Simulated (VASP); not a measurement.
Set up this calculation in VASP 6.6.1, as the native input.

| Property | Result |
| --- | --- |
| Task | relaxation of cell and atoms |
| Functional | LDA |
| Potentials or basis | VASP PAW LDA potentials, release 64 (Re) |
| Cutoff | 600 eV |
| k mesh | 15 × 15 × 15 |
| Occupations | fermi-dirac, width 0.1 eV |
| Spin | no spin polarisation |
| Target pressure | -4.8 GPa |
| Dipole correction | no |
| Further INCAR settings | ALGO = Normal; EDIFF = 1e-06; IBRION = 2; EDIFFG = -0.005; NSW = 60; ISIF = 3 |

The structure of Re lies in POSCAR:

```
Re
1.0
    2.5070721822      0.0000000000      0.0000000000
    0.0000000000      2.5070721822      0.0000000000
    0.0000000000      0.0000000000      2.5070721822
Re
1
Direct
    0.0000000000      0.0000000000      0.0000000000
```

This isn't the form of Re at room conditions, which is hcp.

These files were run (other wordings do the same):

INCAR

```
SYSTEM = Re
PREC = Accurate ; ENCUT = 600
EDIFF = 1E-6 ; ISMEAR = -1
SIGMA = 0.1 ; LREAL = .False.
LASPH = .True. ; NELM = 100
ALGO = Normal ; ISIF = 3
LWAVE = .False. ; LCHARG = .False.
GGA = CA ; IBRION = 2
NSW = 60 ; EDIFFG = -0.005
PSTRESS = -48.0
```

KPOINTS

```
regular mesh
0
Gamma
  15 15 15
  0 0 0
```

Potentials or basis: VASP PAW LDA potentials, release 64 (Re).

The run is started by

```console
$ cat potpaw_LDA.64/Re/POTCAR > POTCAR
$ mpirun -np 1 vasp_std > vasp.out
```

It gave:

The relaxed volume is 16.62 Å³/atom and the relaxed cell is a = 2.552 Å, b = 2.552 Å, c = 2.552 Å, α = 90.00°, β = 90.00°, γ = 90.00°. The space group after relaxing (to 0.1 Å) is Pm-3m (No. 221) and the energy change on relaxing (the run minimises the enthalpy) is -15.7 meV/atom. The ionic steps are 4, the pressure after relaxing is -4.8 GPa and the band gap on the k mesh is zero (an odd number of electrons rules out a gap without spin polarisation).

Caveat: the cell is relaxed towards a set pressure, so the run minimises the enthalpy, not the energy; spin-orbit coupling is left out, which moves the levels of the heavy elements.

It took 56 s on 1 thread of Intel Xeon 8259CL, with other jobs on the host, peak memory 0.14 GiB.
